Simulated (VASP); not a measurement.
# Sn (P6_3/mmc) in VASP: further runs

Sn is run at these levels: PBE; tasks: relaxation of cell and atoms.

Everything below comes from runs of VASP 6.6.1. Logs are shortened: lines on timing, memory, paths and dates and some standing lists are left out, and cuts for length are marked.

### Step 1. The cell of the first run

The structure is hexagonal, space group P6_3/mmc (No. 194). The conventional cell has a = 2.692 Å, b = 2.692 Å, c = 4.361 Å, α = 90.00°, β = 90.00°, γ = 120.00°. Sn (site symmetry -6m2) has 12 Sn at 2.68 to 2.69 Å within 3.5 Å.

This isn't the form of Sn at room conditions, which is tetragonal (white tin).

### Step 2. Relaxation of cell and atoms, PBE, target pressure 180 GPa, at which the enthalpy is minimised

INCAR reads:

```
PREC     = Accurate       # precision mode
ENCUT    = 600            # plane-wave cutoff, eV
EDIFF    = 1E-6           # SCF threshold, eV
ISMEAR   = -1             # smearing method
SIGMA    = 0.08           # smearing width, eV
LREAL    = F              # projectors in reciprocal space
LASPH    = T              # aspherical terms in the spheres
NELM     = 60             # most SCF steps
ALGO     = Normal         # electronic algorithm
ISIF     = 3              # what is computed and relaxed
LWAVE    = F              # write WAVECAR
LCHARG   = F              # write CHGCAR
GGA      = PE             # functional
IBRION   = 2              # ionic algorithm
NSW      = 60             # ionic steps
EDIFFG   = -0.005         # ionic threshold
PSTRESS  = 1800.0
```

KPOINTS reads:

```
regular mesh
0
Gamma
  16 16 9
```

POSCAR reads:

```
Sn
1.0
    2.6922287163      0.0000000000      0.0000000000
   -1.3461143581      2.3315384611      0.0000000000
    0.0000000000      0.0000000000      4.3614105204
Sn
2
Direct
    0.3333333333      0.6666666667      0.2500000000
    0.6666666667      0.3333333333      0.7500000000
```

Potentials or basis: VASP PAW PBE potentials, release 64 (Sn_d).

Run with:

```bash
> cat potpaw_PBE.64/Sn_d/POTCAR > POTCAR
> mpirun -np 1 vasp_std > vasp.out
```

OUTCAR:

```text
PREC = Accurate
   ENCUT = 600
   EDIFF = 1E-6
   ISMEAR = -1
   LREAL = F
   LASPH = T
   NELM = 60
   ISIF = 3
   GGA = PE
   IBRION = 2
   NSW = 60
   EDIFFG = -0.005
   PSTRESS = 1800.0

 ion  position               nearest neighbor table
   1  0.333  0.667  0.250-   2 2.68   2 2.68   2 2.68   2 2.68   2 2.68   2 2.68
   2  0.667  0.333  0.750-   1 2.68   1 2.68   1 2.68   1 2.68   1 2.68   1 2.68

  LATTYP: Found a hexagonal cell.
 ALAT       =     2.6922287163
 C/A-ratio  =     1.6200000000

  Lattice vectors:

 A1 = (   2.6922287163,   0.0000000000,   0.0000000000)
 A2 = (  -1.3461143581,   2.3315384611,   0.0000000000)
 A3 = (   0.0000000000,   0.0000000000,   4.3614105204)

Analysis of symmetry for initial positions (statically):
=====================================================================
 Subroutine PRICEL returns:
 Original cell was already a primitive cell.

 Routine SETGRP: Setting up the symmetry group for a
 hexagonal supercell.

 Subroutine GETGRP returns: Found 24 space group operations
 (whereof 12 operations were pure point group operations)
 out of a pool of 24 trial point group operations.

The static configuration has the point symmetry D_3d.
 The point group associated with its full space group is D_6h.

Analysis of symmetry for dynamics (positions and initial velocities):
=====================================================================
 Subroutine PRICEL returns:
 Original cell was already a primitive cell.

 Routine SETGRP: Setting up the symmetry group for a
 hexagonal supercell.

 Subroutine GETGRP returns: Found 24 space group operations
 (whereof 12 operations were pure point group operations)
 out of a pool of 24 trial point group operations.

The dynamic configuration has the point symmetry D_3d.
 The point group associated with its full space group is D_6h.

 Subroutine INISYM returns: Found 24 space group operations
 (whereof 12 operations are pure point group operations),
 and found     1 'primitive' translations

----------------------------------------------------------------------------------------

                                     Primitive cell

  volume of cell :      27.3767

  direct lattice vectors                    reciprocal lattice vectors
[... 92 lines left out ...]
   NFREE  =      1    steps in history (QN), initial steepest desc. (CG)
   ISIF   =      3    stress and relaxation
   ISYM   =      2    0-nonsym 1-usesym 2-fastsym
   POTIM  = 0.5000    time-step for ionic-motion
   TEBEG  =    0.0;   TEEND  =   0.0 temperature during run
   PSTRESS= 1800.0 pullay stress
   NELECT =      28.0000    total number of electrons
   NUPDOWN=      -1.0000    fix difference up-down
   EMIN   =  10.00;   EMAX   =-10.00  energy-range for DOS
   EFERMI =   0.00;   METHOD = LEGACY
   ISMEAR =    -1;   SIGMA  =   0.08  broadening in eV -4-tet -1-fermi 0-gaus
   EFERMI_NEDOS =   21; number of points for ismear=-14 and -15
   IALGO  =     38    algorithm
   IMIX   =      4    mixing-type and parameters
     AMIX     =   0.40;   BMIX     =  1.00
     AMIX_MAG =   1.60;   BMIX_MAG =  1.00
  volume/ion in A,a.u.               =      13.69        92.37
  Fermi-wavevector in a.u.,A,eV,Ry     =   1.649429  3.116969 37.016236  2.720617
  Thomas-Fermi vector in A             =   2.738550
   LORBIT       =      0    0 simple, 1 ext, 2 COOP (PROOUT), +10 PAW based schemes
   GGA     = PE    functional components
   LHFCALC =     F    Hartree Fock is set to
   AEXX    =    0.0000 exact exchange contribution
   IVDW    =     0    specifies the selected vdW correction
   LEPSILON=     F    determine dielectric tensor
   LRPA    =     F    only Hartree local field effects (RPA)
 conjugate gradient relaxation of ions
 non-spin polarized calculation
  energy-cutoff  :      600.00
  volume of cell :       27.38
 maximum number of plane-waves:       941
 NGX is ok and might be reduce to    24
   NGX = 11   NGY = 11   NGZ = 17

--------------------------------------- Ionic step        1  -------------------------------------------

 number of electron      27.9999999 magnetization

 Free energy of the ion-electron system (eV)
  ---------------------------------------------------
  ext. energy  EPLUGINS =         0.00000000
  ---------------------------------------------------
  free energy    TOTEN  =         0.51321719 eV

  energy without entropy =        0.52873896  energy(sigma->0) =        0.52097808

------------------------ aborting loop because EDIFF is reached ----------------------------------------

  FORCE on cell =-STRESS in cart. coord.  units (eV):
  Direction    XX          YY          ZZ          XY          YZ          ZX
  --------------------------------------------------------------------------------------
  -------------------------------------------------------------------------------------
  Total       31.1815031     31.1815031     31.1543664      0.0000000      0.0000000      0.0000000
  in kB     1824.8456028   1824.8456028   1823.2574744      0.0000000      0.0000000      0.0000000
  external PRESSURE =      24.3162267 kB  Pullay stress =    1800.0000000 kB
[... 139 lines left out ...]
--------------------------------------- Ionic step        5  -------------------------------------------

 number of electron      28.0000000 magnetization

 Free energy of the ion-electron system (eV)
  ---------------------------------------------------
  ext. energy  EPLUGINS =         0.00000000
  ---------------------------------------------------
  free energy    TOTEN  =         0.40731815 eV

  energy without entropy =        0.42284493  energy(sigma->0) =        0.41508154

 E-fermi :  20.1543     XC(G=0): -14.0170

 val. band max:       20.1320992784   @ k =   0.2500   0.1875   0.3333
 cond. band min:      20.1570563016   @ k =   0.2500   0.2500   0.2222
 fundamental gap:      0.0249570232
 Fermi energy:        20.1542607007

 k-point     1 :       0.0000    0.0000    0.0000
  band No.  band energies     occupation
      1      -3.6047      2.00000
      2      -3.2116      2.00000
      3      -3.1447      2.00000
      4      -3.1447      2.00000
      5      -3.0358      2.00000
      6      -3.0358      2.00000
[... 481 lines left out ...]
      5      -2.8492      2.00000
      6      -2.7700      2.00000
[... 10 lines left out ...]
     17      24.9035      0.00000
     18      26.5142      0.00000

 [... further k-points ...]

------------------------ aborting loop because EDIFF is reached ----------------------------------------

  FORCE on cell =-STRESS in cart. coord.  units (eV):
  Direction    XX          YY          ZZ          XY          YZ          ZX
  --------------------------------------------------------------------------------------
  -------------------------------------------------------------------------------------
  Total       30.8618307     30.8618307     30.8607250      0.0000000      0.0000000      0.0000000
  in kB     1799.9806860   1799.9806859   1799.9161995      0.0000001      0.0000000      0.0000000
  external PRESSURE =      -0.0408095 kB  Pullay stress =    1800.0000000 kB
[... 21 lines left out ...]
  energy  without entropy=        0.4228449299  energy(sigma->0) =        0.41508154

  enthalpy is  TOTEN    =        31.2694799676 eV   P V=       30.8621618149

 reached required accuracy - stopping structural energy minimisation
```

OSZICAR:

```text
N       E                     dE             d eps       ncg     rms          rms(c)
DAV:   1     0.205811306128E+03    0.20581E+03   -0.16299E+04  5736   0.331E+03
DAV:   2     0.148358121771E+02   -0.19098E+03   -0.18794E+03  5414   0.482E+02
DAV:   3     0.511449670706E+00   -0.14324E+02   -0.14064E+02  6068   0.134E+02
DAV:   4     0.170480636431E+00   -0.34097E+00   -0.33728E+00  6382   0.203E+01
[... 32 lines left out ...]
       N       E                     dE             d eps       ncg     rms          rms(c)
DAV:   1     0.407287583721E+00   -0.21743E-02   -0.85451E-04  6478   0.302E-01    0.295E-02
DAV:   2     0.407307013950E+00    0.19430E-04   -0.45556E-05  7124   0.136E-01    0.177E-02
DAV:   3     0.407318352080E+00    0.11338E-04   -0.17068E-05  6316   0.923E-02    0.225E-03
DAV:   4     0.407318152708E+00   -0.19937E-06   -0.44392E-06  5100   0.247E-02
   5 F= 0.31269480E+02 E0= 0.31277243E+02  d E =-.499868E-05
```

CONTCAR:

```text
Sn
   1.00000000000000
     2.6957770636421254    0.0000000000443692    0.0000000000000000
    -1.3478885317325719    2.3346114199963681   -0.0000000000000000
    -0.0000000000000000    0.0000000000000000    4.3648150067326572
  Sn
     2
Direct
     0.3333333332999970    0.6666666667000030    0.2500000000000000
     0.6666666667000030    0.3333333332999970    0.7500000000000000

  0.00000000E+00  0.00000000E+00  0.00000000E+00
  0.00000000E+00  0.00000000E+00  0.00000000E+00
```

Run time: 3.9 min. Hardware: 1 thread of Intel Xeon Platinum 8259CL at 2.50GHz (Skylake/Cascade Lake), shared host; peak memory 0.21 GiB.

What came out:

| Property | Result |
| --- | --- |
| Free energy | 0.4073 eV |
| Relaxed volume | 13.74 Å³/atom |
| Relaxed cell | a = 2.696 Å, b = 2.696 Å, c = 4.365 Å, α = 90.00°, β = 90.00°, γ = 120.00° |
| Space group after relaxing (to 0.1 Å) | P6_3/mmc (No. 194) |
| Energy change on relaxing (the run minimises the enthalpy) | -52.9 meV/atom |
| Ionic steps | 5 |
| Pressure after relaxing | 180.0 GPa |
| Band gap on the k mesh | zero (bands 14 and 15 overlap by 13.61 eV) |

Step by step:
```csv
step,energy change (eV),largest force (eV/Å),pressure (GPa),volume (Å³)
1,0.0000,0.0000,182.43,27.38
2,-0.8935,0.0000,162.53,28.21
3,-0.1076,0.0000,179.91,27.47
4,-0.1038,0.0000,180.13,27.47
5,-0.1059,0.0000,180.00,27.47
```

Final structure:
```
Sn
1.0
     2.69578    0.00000    0.00000
    -1.34789    2.33461    0.00000
     0.00000    0.00000    4.36482
Sn
2
Direct
  0.33333 0.66667 0.25000
  0.66667 0.33333 0.75000
```

Levels at points of the mesh, in eV from the Fermi level:
```csv
k point,band 12,band 13,band 14,band 15,band 16,band 17
"(0.00, 0.00, 0.00)",-9.79,-8.22,9.40,9.98,9.98,11.31
"(0.50, 0.00, 0.00)",-10.15,-2.52,-2.48,-0.62,0.67,2.22
```

Caveat: the cell is relaxed towards a set pressure, so the run minimises the enthalpy, not the energy; spin-orbit coupling is left out, which moves the levels of the heavy elements.

[end of part 1 of 2]

The gap in the log of VASP goes by the Fermi energy; the results here count the filled bands.